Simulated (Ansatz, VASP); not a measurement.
Ge32H20CO in VASP and in Ansatz

```
Ge H O C
1.0
     8.00162    8.00162    0.00000
    -8.00162    8.00162    0.00000
     0.00000    0.00000   20.91290
Ge H O C
32 20 1 1
Cartesian
  -4.9563 -0.0313 7.1439
  1.0113 -3.8947 7.1433
  0.5408 0.1129 8.0121
  1.0084 4.0873 7.1361
  3.4523 -4.0461 8.0057
  3.0320 -0.0104 7.2800
  3.4505 3.9270 7.9704
  8.6187 0.1051 7.9906
  -4.0501 2.0938 6.3046
  0.0543 -1.7727 6.3762
  0.0797 1.9638 6.2943
  0.0514 6.2175 6.3766
  3.9477 -2.1429 6.3842
  3.9156 2.0767 6.2590
  3.9844 5.8323 6.3744
  8.0814 1.9728 6.3047
  -1.9890 2.0074 4.9076
  2.0276 -2.0073 4.8078
  2.0010 2.0044 4.7508
  2.0196 5.9945 4.8064
  5.9958 -1.9919 4.9417
  6.0049 2.0040 4.9119
  6.0228 6.0011 4.9272
  10.0082 1.9988 4.7700
  -2.0004 0.0000 3.4394
  2.0004 -4.0008 3.4394
  2.0004 0.0000 3.4394
  2.0004 4.0008 3.4394
  6.0012 -4.0008 3.4394
  6.0012 0.0000 3.4394
  6.0012 4.0008 3.4394
  10.0020 0.0000 3.4394
  -0.7838 0.0000 2.5000
  -3.2170 0.0000 2.5000
  3.2170 -4.0008 2.5000
  0.7838 -4.0008 2.5000
  3.2170 0.0000 2.5000
  0.7838 0.0000 2.5000
  3.2170 4.0008 2.5000
  0.7838 4.0008 2.5000
  7.2178 -4.0008 2.5000
  4.7846 -4.0008 2.5000
  7.2178 0.0000 2.5000
  4.7846 0.0000 2.5000
  7.2178 4.0008 2.5000
  4.7846 4.0008 2.5000
  11.2186 0.0000 2.5000
  8.7854 0.0000 2.5000
  3.7488 1.3709 9.3491
  5.8447 0.8302 8.4702
  5.5640 -0.8264 9.0958
  5.7744 0.5357 10.2470
  3.9343 0.4095 9.2599
  5.3771 0.2374 9.2698
```

Alike in both runs: task single point; functional r2SCAN; dispersion rVV10; k mesh 1 × 1 × 1; occupations gaussian, width 0.03 eV; no spin polarisation.

|  | VASP | Ansatz |
| --- | --- | --- |
| version | VASP 6.6.1 | Ansatz 0.2.0 |
| potentials or method | VASP PAW PBE potentials, release 64 (Ge_d, H, O, C) | scalar-relativistic, plane waves, PAW |
| plane-wave cutoff (eV) | 520 | 500 |
| valence electrons in the cell | 478 | 478 |

|  | VASP | Ansatz | Ansatz less VASP |
| --- | --- | --- | --- |
| rms of the force components (eV/Å) | 0.174 | 0.182 | +0.0078 |

VASP's potentials were made for PBE, not for r2SCAN.
